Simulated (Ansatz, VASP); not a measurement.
BN in VASP and in Ansatz

```
N B
1.0
     0.00000    1.81300    1.81300
     1.81300    0.00000    1.81300
     1.81300    1.81300    0.00000
N B
1 1
Direct
  0.25845 0.25000 0.25172
  0.00901 0.99996 0.99796
```

Change from the starting cell: atoms moved at random, drawn with an rms of 0.02 Å.

Alike in both runs: functional LDA; k mesh 10 × 10 × 10; occupations tetrahedron; no spin polarisation.

|  | VASP | Ansatz |
| --- | --- | --- |
| version | VASP 6.6.1 | Ansatz 0.2.0 |
| potentials or method | VASP PAW LDA potentials, release 64 (N, B) | Ansatz PAW polarizable |
| plane-wave cutoff (eV) | 520 | 420 |
| valence electrons in the cell | 8 | 8 |
| task | single point | electrostatic potential |

Ansatz gave:

- gap on the k mesh at the Fermi level (eV): 4.27
- least direct gap on the mesh (eV): 8.52
- pressure (GPa): -14.2
- traceless stress, the component that is largest in VASP (GPa): -0.08
- rms of the force components (eV/Å): 0.122

Task: What did VASP give for the same quantities?

Result: gap on the k mesh at the Fermi level (eV): 4.26; least direct gap on the mesh (eV): 8.50; pressure (GPa): -13.3; traceless stress, the component that is largest in VASP (GPa): -0.10; rms of the force components (eV/Å): 0.123.

LDA's correlation is that of Perdew and Zunger in VASP and of Perdew and Wang (1992) in Ansatz. Atom by atom the forces differ by 0.001 eV/Å (rms over components).

Noted on Ansatz's run: Pulay correction over one GPa.
